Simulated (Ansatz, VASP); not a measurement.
One calculation of BN, two programs

The input POSCAR:

```
BN
1.0
    3.6260020000      0.0000000000      0.0000000000
    0.0000000000     -3.6260020000      0.0000000000
    0.0000000000      0.0000000000     -3.6260020000
B N
4 4
Direct
    0.0000000000      0.5000000000      0.5000000000
    0.5000000000      0.0000000000      0.5000000000
    0.5000000000      0.5000000000      0.0000000000
    0.0000000000      0.0000000000      0.0000000000
    0.7500000000      0.7500000000      0.7086321243
    0.2500000000      0.2500000000      0.7500000000
    0.2500000000      0.7500000000      0.2500000000
    0.7500000000      0.2500000000      0.2500000000
```

Contents of INCAR.step1:

```
PREC = Accurate
ENCUT = 520
ISMEAR = 0
SIGMA = 0.05
LREAL = False
LASPH = True
NELM = 80
NBANDS = 26
GGA = PE
ALGO = Normal
EDIFF = 1E-4
LWAVE = True
LCHARG = False
```

Contents of INCAR.step2:

```
PREC = Accurate
ENCUT = 520
EDIFF = 1E-7
ISMEAR = 0
SIGMA = 0.05
LREAL = False
LASPH = True
NELM = 80
ALGO = Normal
ISIF = 2
LWAVE = False
LCHARG = False
METAGGA = R2SCAN
LMIXTAU = True
NBANDS = 26
ISTART = 1
```

File KPOINTS:

```
regular mesh
0
Gamma
  6 6 6
```

Input for Ansatz:

```yaml
crystal:
  lattice:
    - [3.626002, 0.0, 0.0]
    - [0.0, -3.626002, 0.0]
    - [0.0, 0.0, -3.626002]
  atoms:
    - { symbol: B, position: [0.0, 0.5, 0.5] }
    - { symbol: B, position: [0.5, 0.0, 0.5] }
    - { symbol: B, position: [0.5, 0.5, 0.0] }
    - { symbol: B, position: [0.0, 0.0, 0.0] }
    - { symbol: "N", position: [0.75, 0.75, 0.7086321243] }
    - { symbol: "N", position: [0.25, 0.25, 0.75] }
    - { symbol: "N", position: [0.25, 0.75, 0.25] }
    - { symbol: "N", position: [0.75, 0.25, 0.25] }
basis:
  ecutwfc: 500
kpoints:
  mp_grid: { grid: [6, 6, 6] }
hamiltonian:
  xc: r2scan
scf:
  occupations: { method: gaussian, width: 0.05 }
output:
  forces: true
  stress: true
  eigenvalues: true
```

Alike in both runs: task single point; functional r2SCAN; k mesh 6 × 6 × 6; occupations gaussian, width 0.05 eV; no spin polarisation.

|  | VASP | Ansatz |
| --- | --- | --- |
| version | VASP 6.6.1 | Ansatz 0.2.0 |
| potentials or method | VASP PAW PBE potentials, release 64 (B, N), cutoff 520 eV | scalar-relativistic, plane waves, PAW |
| valence electrons in the cell | 32 | 32 |

|  | VASP | Ansatz | Ansatz less VASP |
| --- | --- | --- | --- |
| gap on the k mesh at the Fermi level (eV) | 4.55 | 4.57 | +0.018 |
| least direct gap on the mesh (eV) | 4.55 | 4.57 | +0.018 |
| pressure (GPa) | -2.1 | -3.1 | -1.04 |
| traceless stress, the component that is largest in VASP (GPa) | -1.28 | -1.26 | +0.017 |
| rms of the force components (eV/Å) | 1.193 | 1.189 | -0.0036 |

VASP's potentials were made for PBE, not for r2SCAN. Atom by atom the forces differ by 0.006 eV/Å (rms over components).
